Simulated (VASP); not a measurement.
# InO in VASP: notebook

The runs below take InO through single point, with PBE+D3(BJ).

Program: VASP 6.6.1. These are calculated values, not measurements. Logs are shortened: lines on timing, memory, paths and dates and some standing lists are left out, and cuts for length are marked.

## Step 1: The cell of the first run

The cell holds a slab with vacuum, 4 atoms: a = 3.344 Å, b = 3.344 Å, c = 15.852 Å, α = 90.00°, β = 90.00°, γ = 120.00°.

## Step 2: Single point, PBE+D3(BJ) (strain -0.025 along x and y, +0.000 along z)

INCAR reads:

```
  PREC = Accurate
  ENCUT = 520
  EDIFF = 1E-6
  ISMEAR = 0
  SIGMA = 0.05
  LREAL = False
  LASPH = True
  NELM = 80
  ALGO = Normal
  ISIF = 2
  LWAVE = False
  LCHARG = False
  GGA = PE
  IVDW = 12
  NBANDS = 27
```

KPOINTS reads:

```
Automatic mesh
0
Gamma
  12 12 2
```

POSCAR reads:

```
InO
1.0
    3.3440386077      0.0000000000      0.0000000000
   -1.6720193039      2.8960223855      0.0000000000
    0.0000000000      0.0000000000     15.8520222321
In O
2 2
Direct
    0.6666666667      0.3333333333      0.5895266171
    0.6666666667      0.3333333333      0.4104733829
    0.0000000000      0.0000000000      0.6398766429
    0.0000000000      0.0000000000      0.3601233571
```

Potentials or basis: VASP PAW PBE potentials, release 64 (In_d, O).

Command:

```
> cat potpaw_PBE.64/In_d/POTCAR potpaw_PBE.64/O/POTCAR > POTCAR
> mpirun -np 1 vasp_std > vasp.out
```

OUTCAR:

```text
PREC = Accurate
   ENCUT = 520
   EDIFF = 1E-6
   ISMEAR = 0
   LREAL = False
   LASPH = True
   NELM = 80
   ISIF = 2
   GGA = PE
   IVDW = 12
 IVDW          = 12

 ion  position               nearest neighbor table
   1  0.667  0.333  0.590-   3 2.09   3 2.09   3 2.09   2 2.84
   2  0.667  0.333  0.410-   4 2.09   4 2.09   4 2.09   1 2.84
   3  0.000  0.000  0.640-   1 2.09   1 2.09   1 2.09
   4  0.000  0.000  0.360-   2 2.09   2 2.09   2 2.09

  LATTYP: Found a hexagonal cell.
 ALAT       =     3.3440386077
 C/A-ratio  =     4.7403825409

  Lattice vectors:

 A1 = (   3.3440386077,   0.0000000000,   0.0000000000)
 A2 = (  -1.6720193039,   2.8960223855,   0.0000000000)
 A3 = (   0.0000000000,   0.0000000000,  15.8520222321)

Analysis of symmetry for initial positions (statically):
=====================================================================
 Subroutine PRICEL returns:
 Original cell was already a primitive cell.

 Routine SETGRP: Setting up the symmetry group for a
 hexagonal supercell.

 Subroutine GETGRP returns: Found 12 space group operations
 (whereof 12 operations were pure point group operations)
 out of a pool of 24 trial point group operations.

The static configuration has the point symmetry D_3h.

Analysis of symmetry for dynamics (positions and initial velocities):
=====================================================================
 Subroutine PRICEL returns:
 Original cell was already a primitive cell.

 Routine SETGRP: Setting up the symmetry group for a
 hexagonal supercell.

 Subroutine GETGRP returns: Found 12 space group operations
 (whereof 12 operations were pure point group operations)
 out of a pool of 24 trial point group operations.

The dynamic configuration has the point symmetry D_3h.

 Subroutine INISYM returns: Found 12 space group operations
 (whereof 12 operations are pure point group operations),
 and found     1 'primitive' translations

----------------------------------------------------------------------------------------

                                     Primitive cell

  volume of cell :     153.5175

  direct lattice vectors                    reciprocal lattice vectors
     3.344038608  0.000000000  0.000000000     0.299039610  0.172650599  0.000000000
    -1.672019304  2.896022385  0.000000000     0.000000000  0.345301198  0.000000000
     0.000000000  0.000000000 15.852022232     0.000000000  0.000000000  0.063083434

  length of vectors
     3.344038608  3.344038608 15.852022232     0.345301198  0.345301198  0.063083434

  position of ions in fractional coordinates (direct lattice)
     0.666666667  0.333333333  0.589526617
     0.666666667  0.333333333  0.410473383
     0.000000000  0.000000000  0.639876643
     0.000000000  0.000000000  0.360123357

  ion indices of the primitive-cell ions
   primitive index   ion index
                 1           1
                 2           2
                 3           3
                 4           4

----------------------------------------------------------------------------------------

 KPOINTS: Automatic mesh

Automatic generation of k-mesh.
 Grid dimensions read from file:
 generate k-points for:   12   12    2

 Generating k-lattice:

  Cartesian coordinates                     Fractional coordinates (reciprocal lattice)
     0.024919967  0.014387550  0.000000000     0.083333333  0.000000000  0.000000000
     0.000000000  0.028775100  0.000000000     0.000000000  0.083333333  0.000000000
     0.000000000  0.000000000  0.031541717     0.000000000  0.000000000  0.500000000

  Length of vectors
     0.028775100  0.028775100  0.031541717

  Shift w.r.t. Gamma in fractional coordinates (k-lattice)
     0.000000000  0.000000000  0.000000000

 Subroutine IBZKPT returns following result:
 ===========================================

 Found     38 irreducible k-points:

 Following reciprocal coordinates:
            Coordinates               Weight
  0.000000  0.000000  0.000000      1.000000
  0.083333  0.000000  0.000000      6.000000
[... 52 lines left out ...]
      4     -14.8628      2.00000
      5     -14.8098      2.00000
      6     -14.8091      2.00000
[... 19 lines left out ...]
     26       7.2960      0.00000
     27       8.3030      0.00000

 k-point     4 :       0.2500    0.0000    0.0000
  band No.  band energies     occupation
      1     -19.3650      2.00000
      2     -19.3514      2.00000
      3     -14.9238      2.00000
      4     -14.7995      2.00000
      5     -14.7245      2.00000
      6     -14.7208      2.00000
[... 19 lines left out ...]
     26       7.8162      0.00000
     27       7.9414      0.00000

 k-point     5 :       0.3333   -0.0000    0.0000
  band No.  band energies     occupation
      1     -19.3337      2.00000
      2     -19.3226      2.00000
      3     -14.9005      2.00000
      4     -14.7643      2.00000
      5     -14.7185      2.00000
      6     -14.6812      2.00000
[... 19 lines left out ...]
     26       7.6580      0.00000
     27       8.3355      0.00000

 k-point     6 :       0.4167   -0.0000    0.0000
  band No.  band energies     occupation
      1     -19.3155      2.00000
      2     -19.3054      2.00000
      3     -14.8983      2.00000
      4     -14.7550      2.00000
      5     -14.7162      2.00000
      6     -14.6845      2.00000
[... 444 lines left out ...]
      1     -19.4374      2.00000
      2     -19.4167      2.00000
      3     -14.9543      2.00000
      4     -14.9206      2.00000
      5     -14.8762      2.00000
      6     -14.8746      2.00000
[... 19 lines left out ...]
     26       7.8540      0.00000
     27       8.6524      0.00000

 k-point    22 :       0.1667   -0.0000    0.5000
  band No.  band energies     occupation
      1     -19.4040      2.00000
      2     -19.3867      2.00000
      3     -14.9511      2.00000
      4     -14.8628      2.00000
      5     -14.8098      2.00000
      6     -14.8091      2.00000
[... 19 lines left out ...]
     26       8.1639      0.00000
     27       8.3030      0.00000

 k-point    23 :       0.2500    0.0000    0.5000
  band No.  band energies     occupation
      1     -19.3651      2.00000
      2     -19.3514      2.00000
      3     -14.9238      2.00000
      4     -14.7995      2.00000
      5     -14.7246      2.00000
      6     -14.7208      2.00000
[... 19 lines left out ...]
     26       7.4968      0.00000
     27       7.9412      0.00000

 k-point    24 :       0.3333   -0.0000    0.5000
  band No.  band energies     occupation
      1     -19.3337      2.00000
      2     -19.3226      2.00000
      3     -14.9005      2.00000
      4     -14.7643      2.00000
      5     -14.7185      2.00000
      6     -14.6812      2.00000
[... 19 lines left out ...]
     26       7.6580      0.00000
     27       7.7815      0.00000

 [... further k-points ...]

------------------------ aborting loop because EDIFF is reached ----------------------------------------

 Edisp (eV)   -0.60734

 E8    (eV) :    -0.2838

  FORCE on cell =-STRESS in cart. coord.  units (eV):
  Direction    XX          YY          ZZ          XY          YZ          ZX
  --------------------------------------------------------------------------------------
  -------------------------------------------------------------------------------------
  Total       3.81181     3.81181     0.80761    -0.00000     0.00000    -0.00000
  in kB      39.78172    39.78172     8.42856    -0.00000     0.00000    -0.00000
  external pressure =       29.33 kB  Pullay stress =        0.00 kB

 VOLUME and BASIS-vectors are now :
 -----------------------------------------------------------------------------
  energy-cutoff  :      520.00
  volume of cell :      153.52
      direct lattice vectors                 reciprocal lattice vectors
     3.344038608  0.000000000  0.000000000     0.299039610  0.172650599  0.000000000
    -1.672019304  2.896022385  0.000000000     0.000000000  0.345301198  0.000000000
     0.000000000  0.000000000 15.852022232     0.000000000  0.000000000  0.063083434

 POSITION                                       TOTAL-FORCE (eV/Angst)
 -----------------------------------------------------------------------------------
      1.67202      0.96534      9.34519        -0.000000      0.000000     -0.572374
      1.67202      0.96534      6.50683        -0.000000      0.000000      0.572374
      0.00000      0.00000     10.14334         0.000000      0.000000      0.566149
      0.00000      0.00000      5.70868         0.000000     -0.000000     -0.566149
 -----------------------------------------------------------------------------------
    total drift:                               -0.000000      0.000000      0.000000

  FREE ENERGIE OF THE ION-ELECTRON SYSTEM (eV)
  ---------------------------------------------------
  free  energy   TOTEN  =       -19.8938469475 eV

  energy  without entropy=      -19.8938469474  energy(sigma->0) =      -19.89384695
```

Run time: 2.2 min. Hardware: 1 thread of Intel Xeon 6975P-C (Granite Rapids), shared host; peak memory 0.38 GiB.

What came out:

```
Free energy                : -19.8938 eV
Largest force              : 0.572 eV/Å
Band gap on the k mesh     : 0.40 eV, indirect (least direct gap 1.36 eV)
Dispersion energy per atom : -0.152 eV
```

Forces in eV/Å, atoms in the order of the input:
```
In   0.000  0.000 -0.572
In   0.000  0.000  0.572
O    0.000  0.000  0.566
O    0.000  0.000 -0.566
```

Caveat: the cell differs from its parent crystal (strain -0.025 along x and y, +0.000 along z); spin-orbit coupling is left out, which moves the levels of the heavy elements.

## Step 3: Single point, PBE+D3(BJ) (strain +0.000 along x and y, -0.025 along z)

INCAR reads:

```
SYSTEM = InO
PREC     = Accurate       ! precision mode
ENCUT    = 520            ! plane-wave cutoff, eV
EDIFF    = 1E-7           ! SCF threshold, eV
ISMEAR   = 0              ! smearing method
SIGMA    = 0.05           ! smearing width, eV
LREAL    = .FALSE.        ! projectors in reciprocal space
LASPH    = .TRUE.         ! aspherical terms in the spheres
NELM     = 80             ! most SCF steps
ALGO     = Normal         ! electronic algorithm
ISIF     = 2              ! what is computed and relaxed
LWAVE    = .FALSE.        ! write WAVECAR
LCHARG   = .FALSE.        ! write CHGCAR
GGA      = PE             ! functional
IVDW     = 12             ! dispersion correction
NBANDS   = 27             ! bands
```

KPOINTS reads:

```
regular mesh
0
G
  12 12 2
  0 0 0
```

POSCAR reads:

```
InO
1.0
    3.4297831874      0.0000000000      0.0000000000
   -1.7148915937      2.9702793698      0.0000000000
    0.0000000000      0.0000000000     15.4557216763
In O
2 2
Direct
    0.6666666667      0.3333333333      0.5895266171
    0.6666666667      0.3333333333      0.4104733829
    0.0000000000      0.0000000000      0.6398766429
    0.0000000000      0.0000000000      0.3601233571
```

Potentials or basis: VASP PAW PBE potentials, release 64 (In_d, O).

Command:

```
> cat potpaw_PBE.64/In_d/POTCAR potpaw_PBE.64/O/POTCAR > POTCAR
> mpirun -np 1 vasp_std > vasp.out
```

Run time: 2.2 min. Hardware: 1 thread of Intel Xeon 6975P-C (Granite Rapids), shared host; peak memory 0.36 GiB.

It converged, with:

```
Free energy                : -19.9766 eV
Largest force              : 0.210 eV/Å
Band gap on the k mesh     : 0.51 eV, indirect (least direct gap 1.20 eV)
Dispersion energy per atom : -0.146 eV
```

Forces in eV/Å, atoms in the order of the input:
```
In   0.000  0.000  0.181
In   0.000  0.000 -0.181
O    0.000  0.000  0.210
O    0.000  0.000 -0.210
```

Levels at points of the mesh, in eV from the valence-band top:
```
           k point  band 16  band 17  band 18  band 19  band 20  band 21  band 22  band 23
(0.00, 0.00, 0.00)    -1.67    -1.63    -1.63    -0.69     0.51     3.46     6.18     6.29
(0.50, 0.00, 0.00)    -2.61    -2.48    -1.92    -0.21     2.37     4.47     5.69     7.05
(0.00, 0.00, 0.50)    -1.67    -1.63    -1.63    -0.69     0.51     3.46     5.97     6.70
(0.50, 0.00, 0.50)    -2.61    -2.48    -1.92    -0.21     2.37     4.47     5.69     7.06
```

Caveat: the cell differs from its parent crystal (strain +0.000 along x and y, -0.025 along z); spin-orbit coupling is left out, which moves the levels of the heavy elements.

## Step 4: Single point, PBE+D3(BJ) (strain -0.025 along x and y, +0.025 along z)

INCAR reads:

```
  ALGO = Normal
  EDIFF = 1E-7
  ENCUT = 520
  GGA = PE
  ISIF = 2
  ISMEAR = 0
  IVDW = 12
  LASPH = T
  LCHARG = T
  LELF = T
  LREAL = F
  LVHAR = T
  LWAVE = F
  NBANDS = 27
  NELM = 60
  PREC = Accurate
  SIGMA = 0.05
```

KPOINTS reads:

```
k-points
0
Gamma
  12 12 2
```

POSCAR reads:

```
InO
1.0
    3.3440386077      0.0000000000      0.0000000000
   -1.6720193039      2.8960223855      0.0000000000
    0.0000000000      0.0000000000     16.2483227879
In O
2 2
Direct
    0.6666666667      0.3333333333      0.5895266171
    0.6666666667      0.3333333333      0.4104733829
    0.0000000000      0.0000000000      0.6398766429
    0.0000000000      0.0000000000      0.3601233571
```

Command:

```
> cat potpaw_PBE.64/In_d/POTCAR potpaw_PBE.64/O/POTCAR > POTCAR
> mpirun -np 1 vasp_std > vasp.out
```

Run time: 2.5 min. Hardware: 1 thread of Intel Xeon 6975P-C (Granite Rapids), shared host; peak memory 0.38 GiB.

The run converged. Its results:

```
Free energy                : -19.9002 eV
Largest force              : 0.698 eV/Å
Band gap on the k mesh     : 0.29 eV, indirect (least direct gap 1.31 eV)
Dispersion energy per atom : -0.150 eV
```

Forces on the atoms (eV/Å):
```
In   0.000  0.000 -0.698
In   0.000  0.000  0.698
O    0.000  0.000  0.375
O    0.000  0.000 -0.375
```

Levels at points of the mesh, in eV from the valence-band top:
| k point | band 16 | band 17 | band 18 | band 19 | band 20 | band 21 | band 22 | band 23 |
| --- | --- | --- | --- | --- | --- | --- | --- | --- |
| (0.00, 0.00, 0.00) | -1.91 | -1.88 | -1.88 | -1.03 | 0.29 | 3.26 | 6.02 | 6.05 |
| (0.50, 0.00, 0.00) | -2.87 | -2.77 | -2.40 | -0.38 | 2.17 | 4.28 | 5.08 | 7.22 |
| (0.00, 0.00, 0.50) | -1.91 | -1.88 | -1.88 | -1.03 | 0.29 | 3.26 | 5.80 | 6.47 |
| (0.50, 0.00, 0.50) | -2.87 | -2.77 | -2.40 | -0.38 | 2.17 | 4.28 | 5.08 | 7.22 |

Caveat: the cell differs from its parent crystal (strain -0.025 along x and y, +0.025 along z); spin-orbit coupling is left out, which moves the levels of the heavy elements.

## Step 5: Single point, PBE+D3(BJ) (strain -0.025 along x and y, +0.050 along z)

INCAR reads:

```
SYSTEM = InO
ALGO = Normal
EDIFF = 1E-6
ENCUT = 520
GGA = PE
ISIF = 2
ISMEAR = 0
IVDW = 12
LASPH = .TRUE.
LCHARG = .FALSE.
LREAL = .FALSE.
LWAVE = .FALSE.
NBANDS = 27
NELM = 80
PREC = Accurate
SIGMA = 0.05
```

KPOINTS reads:

```
k-points
0
G
  12 12 2
  0 0 0
```

POSCAR, as its differences from that of step 4:

```diff
@@ -4,3 +4,3 @@
    -1.6720193039      2.8960223855      0.0000000000
-    0.0000000000      0.0000000000     16.2483227879
+    0.0000000000      0.0000000000     16.6446233437
 In O
```

Command:

```
> cat potpaw_PBE.64/In_d/POTCAR potpaw_PBE.64/O/POTCAR > POTCAR
> mpirun -np 1 vasp_std > vasp.out
```

Wall time 2.8 min (1 thread of Intel Xeon 6975P-C (Granite Rapids), shared host); peak memory 0.38 GiB.

It converged, with:

```yaml
Free_energy: -19.8789 eV
Largest_force: 0.762 eV/Å
Band_gap_on_the_k_mesh: 0.17 eV, indirect (least direct gap 1.27 eV)
Dispersion_energy_per_atom: -0.148 eV
```

Forces in eV/Å, atoms in the order of the input:
```
In   0.000  0.000 -0.762
In   0.000  0.000  0.762
O    0.000  0.000  0.189
O    0.000  0.000 -0.189
```

Levels at points of the mesh, in eV from the valence-band top:
| k point | band 17 | band 18 | band 19 | band 20 | band 21 | band 22 |
| --- | --- | --- | --- | --- | --- | --- |
| (0.00, 0.00, 0.00) | -1.92 | -1.92 | -1.10 | 0.17 | 3.14 | 5.94 |
| (0.50, 0.00, 0.00) | -2.79 | -2.48 | -0.41 | 2.10 | 4.01 | 4.84 |
| (0.00, 0.00, 0.50) | -1.92 | -1.92 | -1.10 | 0.17 | 3.14 | 5.77 |
| (0.50, 0.00, 0.50) | -2.79 | -2.48 | -0.41 | 2.10 | 4.01 | 4.84 |

Caveat: the cell differs from its parent crystal (strain -0.025 along x and y, +0.050 along z); spin-orbit coupling is left out, which moves the levels of the heavy elements.

## Step 6: Single point, PBE+D3(BJ) (strain +0.025 along x and y, -0.050 along z)

INCAR reads:

```
SYSTEM = InO
PREC = Accurate ; ENCUT = 520
EDIFF = 1E-6 ; ISMEAR = 0
SIGMA = 0.05 ; LREAL = .FALSE.
LASPH = .TRUE. ; NELM = 80
ALGO = Normal ; ISIF = 2
LWAVE = .FALSE. ; LCHARG = .TRUE.
GGA = PE ; IVDW = 12
LELF = .TRUE. ; LVHAR = .TRUE.
NBANDS = 27
```

KPOINTS reads:

```
Automatic mesh
0
G
  12 12 2
  0 0 0
```

POSCAR reads:

```
InO
1.0
    3.5155277671      0.0000000000      0.0000000000
   -1.7577638836      3.0445363540      0.0000000000
    0.0000000000      0.0000000000     15.0594211205
In O
2 2
Direct
    0.6666666667      0.3333333333      0.5895266171
    0.6666666667      0.3333333333      0.4104733829
    0.0000000000      0.0000000000      0.6398766429
    0.0000000000      0.0000000000      0.3601233571
```

Potentials or basis: VASP PAW PBE potentials, release 64 (In_d, O).

Command:

```
> cat potpaw_PBE.64/In_d/POTCAR potpaw_PBE.64/O/POTCAR > POTCAR
> mpirun -np 1 vasp_std > vasp.out
```

Wall time 2.7 min (1 thread of Intel Xeon 6975P-C (Granite Rapids), shared host); peak memory 0.36 GiB.

The run converged. Its results:

| Item | Value |
| --- | --- |
| Free energy | -19.8878 eV |
| Largest force | 0.921 eV/Å |
| Band gap on the k mesh | 0.52 eV, indirect (least direct gap 1.04 eV) |
| Dispersion energy per atom | -0.141 eV |

Forces on the atoms (eV/Å):
```
In   0.000  0.000  0.921
In   0.000  0.000 -0.921
O    0.000  0.000 -0.052
O    0.000  0.000  0.052
```

Levels at points of the mesh, in eV from the valence-band top:
| k point | band 17 | band 18 | band 19 | band 20 | band 21 | band 22 |
| --- | --- | --- | --- | --- | --- | --- |
| (0.00, 0.00, 0.00) | -1.50 | -1.50 | -0.52 | 0.52 | 3.49 | 6.25 |
| (0.50, 0.00, 0.00) | -2.28 | -1.60 | -0.15 | 2.43 | 4.32 | 5.92 |
| (0.00, 0.00, 0.50) | -1.50 | -1.50 | -0.52 | 0.52 | 3.49 | 6.04 |
| (0.50, 0.00, 0.50) | -2.28 | -1.60 | -0.15 | 2.43 | 4.32 | 5.92 |

Caveat: the cell differs from its parent crystal (strain +0.025 along x and y, -0.050 along z); spin-orbit coupling is left out, which moves the levels of the heavy elements.

## Step 7: Overview

```csv
cell,gap on the mesh (eV),largest force (eV/Å)
"a = 3.344, b = 3.344, c = 15.852 Å, angles 90.0, 90.0, 120.0°, 4 atoms",0.40,0.57
"a = 3.430, b = 3.430, c = 15.456 Å, angles 90.0, 90.0, 120.0°, 4 atoms",0.51,0.21
"a = 3.344, b = 3.344, c = 16.248 Å, angles 90.0, 90.0, 120.0°, 4 atoms",0.29,0.70
"a = 3.344, b = 3.344, c = 16.645 Å, angles 90.0, 90.0, 120.0°, 4 atoms",0.17,0.76
"a = 3.516, b = 3.516, c = 15.059 Å, angles 90.0, 90.0, 120.0°, 4 atoms",0.52,0.92
```

Alike in all rows: task single point; level PBE+D3(BJ); potentials or basis VASP PAW PBE potentials, release 64 (In_d, O); no spin polarisation; k mesh 12 × 12 × 2; cutoff (eV) 520; smearing gaussian 0.05 eV.

Caveats: spin-orbit coupling is left out, which moves the levels of the heavy elements.

Absolute energies hang on the potentials; compare differences alone.
